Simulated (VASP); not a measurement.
# Ru (P6_3/mmc) in VASP: further runs, part 2 of 2

VASP 6.6.1. Earlier steps stand in the parts before.

## 3. Vibrations by perturbation theory, BLYP

INCAR reads:

```
AGGAC = 1.0
AGGAX = 1.0
ALDAC = 0.0
ALDAX = 1.0
ALGO = Normal
EDIFF = 1E-8
ENCUT = 520
GGA = B5
IBRION = 8
ISIF = 2
ISMEAR = -1
LASPH = True
LCHARG = False
LREAL = False
LWAVE = False
NBANDS = 21
NELM = 80
NSW = 1
PREC = Accurate
SIGMA = 0.15
```

KPOINTS reads:

```
k-points
0
Gamma
  11 11 6
```

POSCAR reads:

```
Ru
1.0
    2.7058000000      0.0000000000      0.0000000000
   -1.3529000000      2.3432915376      0.0000000000
    0.0000000000      0.0000000000      4.2819000000
Ru
2
Direct
    0.6666666667      0.3333333333      0.7500000000
    0.3333333333      0.6666666667      0.2500000000
```

Potentials or basis: VASP PAW PBE potentials, release 64 (Ru_pv).

Command:

```
cat potpaw_PBE.64/Ru_pv/POTCAR > POTCAR
mpirun -np 1 vasp_std > vasp.out
```

OUTCAR:

```text
EDIFF = 1E-8
   ENCUT = 520
   GGA = B5
   IBRION = 8
   ISIF = 2
   ISMEAR = -1
   LASPH = True
   LREAL = False
   NELM = 80
   NSW = 1
   PREC = Accurate

 ion  position               nearest neighbor table
   1  0.667  0.333  0.750-   2 2.65   2 2.65   2 2.65   2 2.65   2 2.65   2 2.65
   2  0.333  0.667  0.250-   1 2.65   1 2.65   1 2.65   1 2.65   1 2.65   1 2.65

  LATTYP: Found a hexagonal cell.
 ALAT       =     2.7058000000
 C/A-ratio  =     1.5824894671

  Lattice vectors:

 A1 = (   2.7058000000,   0.0000000000,   0.0000000000)
 A2 = (  -1.3529000000,   2.3432915376,   0.0000000000)
 A3 = (   0.0000000000,   0.0000000000,   4.2819000000)

Analysis of symmetry for initial positions (statically):
=====================================================================
 Subroutine PRICEL returns:
 Original cell was already a primitive cell.

 Routine SETGRP: Setting up the symmetry group for a
 hexagonal supercell.

 Subroutine GETGRP returns: Found 24 space group operations
 (whereof 12 operations were pure point group operations)
 out of a pool of 24 trial point group operations.

The static configuration has the point symmetry D_3d.
 The point group associated with its full space group is D_6h.

Analysis of symmetry for dynamics (positions and initial velocities):
=====================================================================
 Subroutine PRICEL returns:
 Original cell was already a primitive cell.

 Routine SETGRP: Setting up the symmetry group for a
 hexagonal supercell.

 Subroutine GETGRP returns: Found 24 space group operations
 (whereof 12 operations were pure point group operations)
 out of a pool of 24 trial point group operations.

The dynamic configuration has the point symmetry D_3d.
 The point group associated with its full space group is D_6h.

 Subroutine INISYM returns: Found 24 space group operations
 (whereof 12 operations are pure point group operations),
 and found     1 'primitive' translations

----------------------------------------------------------------------------------------

                                     Primitive cell

  volume of cell :      27.1493

  direct lattice vectors                    reciprocal lattice vectors
     2.705800000  0.000000000  0.000000000     0.369576465  0.213375072  0.000000000
    -1.352900000  2.343291538  0.000000000     0.000000000  0.426750144  0.000000000
     0.000000000  0.000000000  4.281900000     0.000000000  0.000000000  0.233541185

  length of vectors
     2.705800000  2.705800000  4.281900000     0.426750144  0.426750144  0.233541185

  position of ions in fractional coordinates (direct lattice)
     0.666666667  0.333333333  0.750000000
     0.333333333  0.666666667  0.250000000

  ion indices of the primitive-cell ions
[... 707 lines left out ...]

 [... further k-points ...]

------------------------ aborting loop because EDIFF is reached ----------------------------------------

  FORCE on cell =-STRESS in cart. coord.  units (eV):
  Direction    XX          YY          ZZ          XY          YZ          ZX
  --------------------------------------------------------------------------------------
  -------------------------------------------------------------------------------------
  Total        3.4309323      3.4309323      3.3885624     -0.0000000      0.0000000     -0.0000000
  in kB      202.4716365    202.4716365    199.9712388     -0.0000000      0.0000000     -0.0000000
  external PRESSURE =     201.6381706 kB  Pullay stress =       0.0000000 kB

 VOLUME and BASIS-vectors are now :
 -----------------------------------------------------------------------------
  energy-cutoff  :      520.00
  volume of cell :       27.15
      direct lattice vectors                 reciprocal lattice vectors
     2.705800000  0.000000000  0.000000000     0.369576465  0.213375072  0.000000000
    -1.352900000  2.343291538  0.000000000     0.000000000  0.426750144  0.000000000
     0.000000000  0.000000000  4.281900000     0.000000000  0.000000000  0.233541185

 POSITION                                       TOTAL-FORCE (eV/Angst)
 -----------------------------------------------------------------------------------
      1.35290      0.78110      3.21143        -0.000000     -0.000000      0.000000
     -0.00000      1.56219      1.07048         0.000000      0.000000      0.000000
 -----------------------------------------------------------------------------------
    total drift:                               -0.000000      0.000000     -0.000000

  FREE ENERGIE OF THE ION-ELECTRON SYSTEM (eV)
  ---------------------------------------------------
  free  energy   TOTEN  =       -15.8065559811 eV

  energy  without entropy=      -15.6745059638  energy(sigma->0) =      -15.74053097

[... ionic steps 2 to 3 ...]

--------------------------------------- Ionic step        4  -------------------------------------------

------------------------ aborting loop because EDIFF is reached ----------------------------------------

[... ionic steps 5 to 5 ...]

--------------------------------------- Ionic step        6  -------------------------------------------

 Free energy of the ion-electron system (eV)
  ---------------------------------------------------
  ---------------------------------------------------
  free energy    TOTEN  =        -0.73628399 eV

  energy without entropy =       -0.73628399

------------------------ aborting loop because EDIFF is reached ----------------------------------------

 INTERNAL STRAIN TENSOR  FOR ION    1  DIRECTION 3   (eV/Angst):
 -----------------------------------------------------------------------------
     0.09639  0.00000 -0.00000
     0.00000  0.09639  0.00000
    -0.00000 -0.00000 -0.18396

 INTERNAL STRAIN TENSOR FOR ION    2 for displacements in x,y,z  (eV/Angst):
          X           Y           Z          XY          YZ          ZX
  --------------------------------------------------------------------------------
  x     0.00000    -0.00000     0.00000    -3.15235     0.00000     0.00000
  y    -3.15235     3.15235     0.00000     0.00000     0.00000     0.00000
  z     0.00000    -0.00000     0.00000     0.00000     0.00000     0.00000

 SECOND DERIVATIVES (NOT SYMMETRIZED)
 ------------------------------------
               1X          1Y          1Z          2X          2Y          2Z
  1X    -6.582939   -0.000000    0.000000    6.582939    0.000000    0.000000
  1Y     0.000000   -6.582939    0.000000    0.000000    6.582939    0.000000
  1Z     0.000000   -0.000000  -13.438069   -0.000000    0.000000   13.438069
  2X     6.582939    0.000000    0.000000   -6.582939   -0.000000    0.000000
  2Y     0.000000    6.582939    0.000000    0.000000   -6.582939    0.000000
  2Z    -0.000000    0.000000   13.438069    0.000000   -0.000000  -13.438069

 Eigenvectors and eigenvalues of the dynamical matrix
 ----------------------------------------------------

   1 f  =    8.061633 THz    50.652733 2PiTHz  268.907128 cm-1    33.340220 meV
             X         Y         Z           dx          dy          dz
      1.352900  0.781097  3.211425    -0.000000   -0.000000    0.707107
     -0.000000  1.562194  1.070475     0.000000    0.000000   -0.707107
[... 11 lines left out ...]
   4 f  =    0.000000 THz     0.000000 2PiTHz    0.000002 cm-1     0.000000 meV
             X         Y         Z           dx          dy          dz
      1.352900  0.781097  3.211425     0.209394    0.649545    0.185056
     -0.000000  1.562194  1.070475     0.209394    0.649545    0.185056

   5 f/i=    0.000000 THz     0.000000 2PiTHz    0.000001 cm-1     0.000000 meV
             X         Y         Z           dx          dy          dz
      1.352900  0.781097  3.211425     0.674415   -0.190670   -0.093861
     -0.000000  1.562194  1.070475     0.674415   -0.190670   -0.093861

   6 f/i=    0.000000 THz     0.000001 2PiTHz    0.000003 cm-1     0.000000 meV
             X         Y         Z           dx          dy          dz
      1.352900  0.781097  3.211425    -0.036320    0.204295   -0.675977
     -0.000000  1.562194  1.070475    -0.036320    0.204295   -0.675977

--------------------------------------------------------------------------------------------------------

 ELASTIC MODULI CONTR FROM IONIC RELAXATION (kBar)
 Direction    XX          YY          ZZ          XY          YZ          ZX
 --------------------------------------------------------------------------------
 XX         -89.0843     89.0843     -0.0000     -0.0000     -0.0000     -0.0000
 YY          89.0843    -89.0843      0.0000      0.0000      0.0000      0.0000
 ZZ          -0.0000      0.0000     -0.0000      0.0000     -0.0000     -0.0000
 XY          -0.0000      0.0000      0.0000    -89.0843      0.0000      0.0000
 YZ          -0.0000      0.0000     -0.0000      0.0000     -0.0000     -0.0000
 ZX          -0.0000      0.0000     -0.0000      0.0000     -0.0000     -0.0000
 --------------------------------------------------------------------------------
```

OSZICAR:

```text
N       E                     dE             d eps       ncg     rms          rms(c)
DAV:   1     0.293159351879E+03    0.29316E+03   -0.17672E+04  2688   0.149E+03
DAV:   2    -0.111132148976E+02   -0.30427E+03   -0.29480E+03  2753   0.446E+02
DAV:   3    -0.169204043338E+02   -0.58072E+01   -0.57699E+01  3163   0.694E+01
DAV:   4    -0.169625581334E+02   -0.42154E-01   -0.42089E-01  3421   0.567E+00
[... 52 lines left out ...]
RMM:  14    -0.736283594410E+00   -0.17818E-06    0.39135E-06  5681   0.417E-05    0.947E-07
RMM:  15    -0.736283814823E+00   -0.22041E-06    0.18847E-06  5377   0.309E-05    0.829E-07
RMM:  16    -0.736283897467E+00   -0.82644E-07    0.13423E-06  5951   0.262E-05    0.328E-07
RMM:  17    -0.736283932543E+00   -0.35076E-07    0.94283E-07  4314   0.201E-05    0.407E-07
RMM:  18    -0.736283993782E+00   -0.61239E-07    0.41872E-07  3987   0.173E-05    0.840E-08
 Linear response finished
```

stdout:

```text
POSCAR found type information on POSCAR Ru
 POSCAR found :  1 types and       2 ions
 scaLAPACK will be used
 -----------------------------------------------------------------------------
|                                                                             |
|                                                                             |
|     You enforced a specific xc type in the INCAR file but a different       |
|     I HOPE YOU KNOW WHAT YOU ARE DOING!                                     |
|                                                                             |
 -----------------------------------------------------------------------------

 LDA part: xc-table for (Slater(with rela. corr.)+VWN5), standard interpolation
 POSCAR, INCAR and KPOINTS ok, starting setup
 FFT: planning ... GRIDC
 FFT: planning ... GRID_SOFT
 FFT: planning ... GRID
 WAVECAR not read
 entering main loop
 Linear response reoptimize wavefunctions to high precision
 Linear response DOF=           2
 Linear response progress:
 first order change of Fermi-energy  -0.17167E-04
 force on displaced ion       1 direction 1 :  -6.583   0.000   0.000
 Linear response progress:
 first order change of Fermi-energy   0.29371E-04
 force on displaced ion       1 direction 3 :  -0.000   0.000 -13.438
 Linear response finished
```

Run time: 7.7 min. Hardware: 1 thread of Intel Xeon 8259CL, shared host; peak memory 0.35 GiB.

Results:

```yaml
Highest_phonon_frequency_at_Γ: 269 cm⁻¹
```

Phonon frequencies in cm⁻¹ (negative: imaginary):
| q point | frequencies |
| --- | --- |
| (0.000, 0.000, 0.000) | 0 0 0 188 188 269 |

Caveat: the cell stands under pressure or tension, which shifts response properties; the PAW data sets were made with another functional, which shifts forces and pressure a little.

## 4. Single point, RPBE, collinear spin, ferrimagnetic start (12.49 Å³/atom)

This run uses another cell than the first one, of 12.49 Å³/atom.

POSCAR reads:

```
Ru
1.0
    2.6316308460      0.0000000000      0.0000000000
   -1.3158154230      2.2790591660      0.0000000000
    0.0000000000      0.0000000000      4.1645280950
Ru
2
Direct
    0.6666666667      0.3333333333      0.7500000000
    0.3333333333      0.6666666667      0.2500000000
```

INCAR.step1 reads:

```
SYSTEM = Ru
ALGO = Fast
EDIFF = 1E-7
ENCUT = 520
GGA = RP
ISIF = 2
ISMEAR = -1
ISPIN = 2
LASPH = .TRUE.
LCHARG = .TRUE.
LMAXMIX = 4
LREAL = .FALSE.
LWAVE = .FALSE.
MAGMOM = 1 -0.5
NBANDS = 25
NELM = 150
PREC = Accurate
SIGMA = 0.05
```

KPOINTS.step1 reads:

```
k-points
0
G
  11 11 6
  0 0 0
```

INCAR.step2 reads:

```
SYSTEM = Ru
ALGO = Fast
EDIFF = 1E-7
ENCUT = 520
GGA = RP
ICHARG = 11
ISIF = 2
ISMEAR = -5
ISPIN = 2
LASPH = .TRUE.
LCHARG = .FALSE.
LMAXMIX = 4
LORBIT = 11
LREAL = .FALSE.
LWAVE = .FALSE.
MAGMOM = 1 -0.5
NEDOS = 2001
NELM = 150
PREC = Accurate
SIGMA = 0.05
```

KPOINTS.step2 reads:

```
k-points
0
G
  17 17 9
  0 0 0
```

Command:

```
cat potpaw_PBE.64/Ru_pv/POTCAR > POTCAR
cp INCAR.step1 INCAR
cp KPOINTS.step1 KPOINTS
mpirun -np 1 vasp_std > vasp.out
cp INCAR.step2 INCAR
cp KPOINTS.step2 KPOINTS
mpirun -np 1 vasp_std > vasp.out
```

Run time: 3.5 min. Hardware: 1 thread of Intel Xeon 8259CL, shared host; peak memory 0.22 GiB.

Results (log left out):

```yaml
Net_moment: 0.00 μB per cell
Valence_electrons_inside_the_program's_atomic_spheres: Ru 12.87
```

Levels at points of the mesh, in eV from the Fermi level:
Spin up:
```tsv
k point	band 12	band 13	band 14	band 15	band 16	band 17
(0.00, 0.00, 0.00)	-2.18	-2.18	-1.58	-1.58	1.32	1.32
```
Spin down:
| k point | band 12 | band 13 | band 14 | band 15 | band 16 | band 17 |
| --- | --- | --- | --- | --- | --- | --- |
| (0.00, 0.00, 0.00) | -2.18 | -2.18 | -1.58 | -1.58 | 1.32 | 1.32 |

Caveat: the PAW data sets were made with another functional, which shifts forces and pressure a little.
